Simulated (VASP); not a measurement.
# InP (F-43m) in VASP: a series of runs

Runs on InP. Level: LDA. Tasks: single point, relaxation of cell and atoms.

Everything below comes from runs of VASP 6.6.1. Logs are shortened: lines on timing, memory, paths and dates and some standing lists are left out, and cuts for length are marked.

## 1. The cell of the first run

Symmetry: F-43m, No. 216, cubic system. The conventional cell has a = 5.885 Å, b = 5.885 Å, c = 5.885 Å, α = 90.00°, β = 90.00°, γ = 90.00°. Within 3.4 Å of In (site symmetry -43m) lie 4 P at 2.55 Å. P (site symmetry -43m) has 4 In at 2.55 Å within 3.4 Å.

## 2. Single point, LDA

Input file INCAR:

```
SYSTEM = InP
PREC = Accurate ; ENCUT = 520
EDIFF = 1E-6 ; ISMEAR = 0
SIGMA = 0.01 ; LREAL = .FALSE.
LASPH = .TRUE. ; NELM = 100
ALGO = Normal ; ISIF = 2
LWAVE = .FALSE. ; LCHARG = .FALSE.
NBANDS = 16
```

Input file KPOINTS:

```
Automatic mesh
0
G
  8 8 8
  0 0 0
```

Input file POSCAR:

```
InP
1.0
    2.9426868716      2.9426868716      0.0000000000
   -2.9426868716      2.9426868716      0.0000000000
    0.0000000000      2.9426868716      2.9426868716
In P
1 1
Direct
    0.0000000000      0.0000000000      0.0000000000
    0.7500000000      0.2500000000      0.5000000000
```

Potentials or basis: VASP PAW LDA potentials, release 64 (In_d, P).

Launch:

```bash
cat potpaw_LDA.64/In_d/POTCAR potpaw_LDA.64/P/POTCAR > POTCAR
mpirun -np 1 vasp_std > vasp.out
```

OUTCAR:

```text
SYSTEM = InP
   PREC = Accurate
   ENCUT = 520
   EDIFF = 1E-6
   ISMEAR = 0
   LREAL = .FALSE.
   LASPH = .TRUE.
   NELM = 100
   ISIF = 2

 ion  position               nearest neighbor table
   1  0.000  0.000  0.000-   2 2.55   2 2.55   2 2.55   2 2.55
   2  0.750  0.250  0.500-   1 2.55   1 2.55   1 2.55   1 2.55

  LATTYP: Found a face centered cubic cell.
 ALAT       =     5.8853737432

  Lattice vectors:

 A1 = (   0.0000000000,   2.9426868716,   2.9426868716)
 A2 = (   2.9426868716,   0.0000000000,   2.9426868716)
 A3 = (   2.9426868716,   2.9426868716,   0.0000000000)

Analysis of symmetry for initial positions (statically):
=====================================================================
 Subroutine PRICEL returns:
 Original cell was already a primitive cell.

 Routine SETGRP: Setting up the symmetry group for a
 face centered cubic supercell.

 Subroutine GETGRP returns: Found 24 space group operations
 (whereof 24 operations were pure point group operations)
 out of a pool of 48 trial point group operations.

The static configuration has the point symmetry T_d .

Analysis of symmetry for dynamics (positions and initial velocities):
=====================================================================
 Subroutine PRICEL returns:
 Original cell was already a primitive cell.

 Routine SETGRP: Setting up the symmetry group for a
 face centered cubic supercell.

 Subroutine GETGRP returns: Found 24 space group operations
 (whereof 24 operations were pure point group operations)
 out of a pool of 48 trial point group operations.

The dynamic configuration has the point symmetry T_d .

 Subroutine INISYM returns: Found 24 space group operations
 (whereof 24 operations are pure point group operations),
 and found     1 'primitive' translations

----------------------------------------------------------------------------------------

                                     Primitive cell

  volume of cell :      50.9638

  direct lattice vectors                    reciprocal lattice vectors
     2.942686872  2.942686872  0.000000000     0.169912744  0.169912744 -0.169912744
    -2.942686872  2.942686872  0.000000000    -0.169912744  0.169912744 -0.169912744
     0.000000000  2.942686872  2.942686872     0.000000000  0.000000000  0.339825487

  length of vectors
     4.161587684  4.161587684  4.161587684     0.294297505  0.294297505  0.339825487

  position of ions in fractional coordinates (direct lattice)
     0.000000000  0.000000000  0.000000000
[... 72 lines left out ...]
   ISPIN  =      1    spin polarized calculation?
   LNONCOLLINEAR =      F non collinear calculations
   LSORBIT =      F    spin-orbit coupling
   LASPH  =      T    aspherical Exc in radial PAW
   ENCUT  =  520.0 eV  38.22 Ry    6.18 a.u.   7.74  7.74  7.74*2*pi/ulx,y,z
   NELM   =    100;   NELMIN=  2; NELMDL= -5     # of ELM steps
   EDIFF  = 0.1E-05   stopping-criterion for ELM
   LREAL  =      F    real-space projection
   EDIFFG = 0.1E-04   stopping-criterion for IOM
   NSW    =      0    number of steps for IOM
   IBRION =     -1    ionic relax: 0-MD 1-quasi-New 2-CG
   NFREE  =      0    steps in history (QN), initial steepest desc. (CG)
   ISIF   =      2    stress and relaxation
   ISYM   =      2    0-nonsym 1-usesym 2-fastsym
   POTIM  = 0.5000    time-step for ionic-motion
   TEBEG  =    0.0;   TEEND  =   0.0 temperature during run
   PSTRESS=    0.0 pullay stress
   NELECT =      18.0000    total number of electrons
   NUPDOWN=      -1.0000    fix difference up-down
   EMIN   =  10.00;   EMAX   =-10.00  energy-range for DOS
   EFERMI =   0.00;   METHOD = LEGACY
   ISMEAR =     0;   SIGMA  =   0.01  broadening in eV -4-tet -1-fermi 0-gaus
   EFERMI_NEDOS =   21; number of points for ismear=-14 and -15
   IALGO  =     38    algorithm
   IMIX   =      4    mixing-type and parameters
     AMIX     =   0.40;   BMIX     =  1.00
     AMIX_MAG =   1.60;   BMIX_MAG =  1.00
  volume/ion in A,a.u.               =      25.48       171.96
  Fermi-wavevector in a.u.,A,eV,Ry     =   1.157209  2.186807 18.219990  1.339132
  Thomas-Fermi vector in A             =   2.293822
   LORBIT       =      0    0 simple, 1 ext, 2 COOP (PROOUT), +10 PAW based schemes
   GGA     = CA    functional components
   LHFCALC =     F    Hartree Fock is set to
   AEXX    =    0.0000 exact exchange contribution
   IVDW    =     0    specifies the selected vdW correction
   LEPSILON=     F    determine dielectric tensor
   LRPA    =     F    only Hartree local field effects (RPA)
 non-spin polarized calculation
 Gauss-broadening in eV      SIGMA  =   0.01
  energy-cutoff  :      520.00
  volume of cell :       50.96
 maximum number of plane-waves:      1387
   NGX = 15   NGY = 15   NGZ = 15

 number of electron      18.0000008 magnetization

 Free energy of the ion-electron system (eV)
  ---------------------------------------------------
  ext. energy  EPLUGINS =         0.00000000
  ---------------------------------------------------
  free energy    TOTEN  =        -9.66312790 eV

  energy without entropy =       -9.66312790  energy(sigma->0) =       -9.66312790

 E-fermi :   4.9159     XC(G=0):  -9.5572

 val. band max:        4.8726418986   @ k =   0.0000   0.0000   0.0000
 cond. band min:       5.3153672132   @ k =   0.0000   0.0000   0.0000
 fundamental gap:      0.4427253146
 Fermi energy:         4.9159010326

 k-point     1 :       0.0000    0.0000    0.0000
  band No.  band energies     occupation
      1      -9.2888      2.00000
      2      -9.2888      2.00000
      3      -9.2888      2.00000
      4      -9.1399      2.00000
      5      -9.1399      2.00000
      6      -6.5878      2.00000
[... 433 lines left out ...]
      3      -9.2221      2.00000
      4      -9.1457      2.00000
      5      -9.1275      2.00000
      6      -4.5586      2.00000
[... 8 lines left out ...]
     15      15.4069      0.00000
     16      16.0613      0.00000

 [... further k-points ...]
[... 5 lines left out ...]
  --------------------------------------------------------------------------------------
  -------------------------------------------------------------------------------------
  Total       -0.6324406     -0.6324406     -0.6324406      0.0000000      0.0000000      0.0000000
  in kB      -19.8823711    -19.8823711    -19.8823711      0.0000000      0.0000000      0.0000000
  external PRESSURE =     -19.8823711 kB  Pullay stress =       0.0000000 kB

 VOLUME and BASIS-vectors are now :
 -----------------------------------------------------------------------------
  energy-cutoff  :      520.00
  volume of cell :       50.96
      direct lattice vectors                 reciprocal lattice vectors
     2.942686872  2.942686872  0.000000000     0.169912744  0.169912744 -0.169912744
    -2.942686872  2.942686872  0.000000000    -0.169912744  0.169912744 -0.169912744
     0.000000000  2.942686872  2.942686872     0.000000000  0.000000000  0.339825487

 POSITION                                       TOTAL-FORCE (eV/Angst)
 -----------------------------------------------------------------------------------
      0.00000      0.00000      0.00000        -0.000000      0.000000      0.000000
      1.47134      4.41403      1.47134         0.000000     -0.000000      0.000000
 -----------------------------------------------------------------------------------
    total drift:                                0.000001     -0.000000      0.000000

  FREE ENERGIE OF THE ION-ELECTRON SYSTEM (eV)
  ---------------------------------------------------
  free  energy   TOTEN  =        -9.6631279047 eV

  energy  without entropy=       -9.6631279047  energy(sigma->0) =       -9.66312790
```

OSZICAR:

```text
N       E                     dE             d eps       ncg     rms          rms(c)
DAV:   1     0.112614327208E+03    0.11261E+03   -0.84850E+03   928   0.124E+03
DAV:   2    -0.215789746795E+01   -0.11477E+03   -0.10929E+03  1032   0.303E+02
DAV:   3    -0.987323382221E+01   -0.77153E+01   -0.76766E+01  1200   0.767E+01
DAV:   4    -0.100816210884E+02   -0.20839E+00   -0.20833E+00  1200   0.135E+01
DAV:   5    -0.100918776910E+02   -0.10257E-01   -0.10256E-01  1408   0.257E+00    0.571E+00
DAV:   6    -0.970881290134E+01    0.38306E+00   -0.58065E-01  1496   0.124E+01    0.338E+00
DAV:   7    -0.966855255732E+01    0.40260E-01   -0.13308E-01  1368   0.288E+00    0.116E+00
DAV:   8    -0.966328336826E+01    0.52692E-02   -0.12349E-02  1232   0.127E+00    0.340E-01
DAV:   9    -0.966309566975E+01    0.18770E-03   -0.97859E-04  1280   0.338E-01    0.166E-01
DAV:  10    -0.966312553329E+01   -0.29864E-04   -0.14132E-04  1408   0.152E-01    0.972E-02
DAV:  11    -0.966313010872E+01   -0.45754E-05   -0.29169E-05  1384   0.809E-02    0.581E-02
DAV:  12    -0.966312790246E+01    0.22063E-05   -0.45673E-06  1112   0.160E-02    0.914E-03
DAV:  13    -0.966312790473E+01   -0.22715E-08   -0.44761E-07   664   0.368E-03
   1 F= -.96631279E+01 E0= -.96631279E+01  d E =-.246632E-12
```

stdout:

```text
POSCAR found type information on POSCAR InP
 POSCAR found :  2 types and       2 ions
 scaLAPACK will be used
 LDA part: xc-table for (Slater(with rela. corr.)+CA(PZ))
 , standard interpolation
 POSCAR, INCAR and KPOINTS ok, starting setup
 FFT: planning ... GRIDC
 FFT: planning ... GRID_SOFT
 FFT: planning ... GRID
 WAVECAR not read
 entering main loop
```

Wall time 10 s (1 thread of Intel Xeon 6975P-C (Granite Rapids), shared host); peak memory 0.16 GiB.

What came out:

- Free energy: -9.6631 eV
- Pressure: -2.0 GPa
- Band gap on the k mesh: 0.44 eV, direct

Caveat: spin-orbit coupling is left out, which moves the levels of the heavy elements. Expect the measured gap to be larger: semilocal functionals such as LDA lack the derivative discontinuity.

## 3. Single point, LDA

This run uses another cell than the first one, of 24.74 Å³/atom, 0.971 times its volume.

Input file INCAR:

```
SYSTEM = InP
PREC = Accurate
ENCUT = 520
EDIFF = 1E-7
ISMEAR = -1
SIGMA = 0.1
LREAL = .False.
LASPH = .True.
NELM = 60
ALGO = Normal
ISIF = 2
LWAVE = .False.
LCHARG = .True.
LELF = .True.
LVHAR = .True.
NBANDS = 16
```

Input file KPOINTS:

```
Automatic mesh
0
Gamma
  12 12 12
  0 0 0
```

Input file POSCAR:

```
InP
1.0
    2.9136593589      2.9136593589      0.0000000000
   -2.9136593589      2.9136593589      0.0000000000
    0.0000000000      2.9136593589      2.9136593589
In P
1 1
Direct
    0.0000000000      0.0000000000      0.0000000000
    0.7500000000      0.2500000000      0.5000000000
```

Potentials or basis: VASP PAW LDA potentials, release 64 (In_d, P).

Launch:

```bash
cat potpaw_LDA.64/In_d/POTCAR potpaw_LDA.64/P/POTCAR > POTCAR
mpirun -np 1 vasp_std > vasp.out
```

Run time: 20 s. Hardware: 1 thread of Intel Xeon 6975P-C (Granite Rapids), shared host; peak memory 0.19 GiB.

It converged, with:

| Quantity | Value |
| --- | --- |
| Free energy | -9.6746 eV |
| Pressure | 0.0 GPa |
| Band gap on the k mesh | 0.60 eV, direct |

Levels at points of the mesh, in eV from the valence-band top:
```csv
k point,band 7,band 8,band 9,band 10,band 11,band 12
"(0.00, 0.00, 0.00)",0.00,0.00,0.00,0.60,3.96,3.96
"(0.50, 0.00, 0.00)",-5.92,-1.02,-1.02,1.37,4.71,4.71
"(0.50, 0.50, 0.00)",-5.94,-2.42,-2.42,1.57,2.12,9.10
```

Caveat: spin-orbit coupling is left out, which moves the levels of the heavy elements. LDA gaps usually lie below the measured ones, often by a third to a half.

(Part 1 of 2 ends here.)
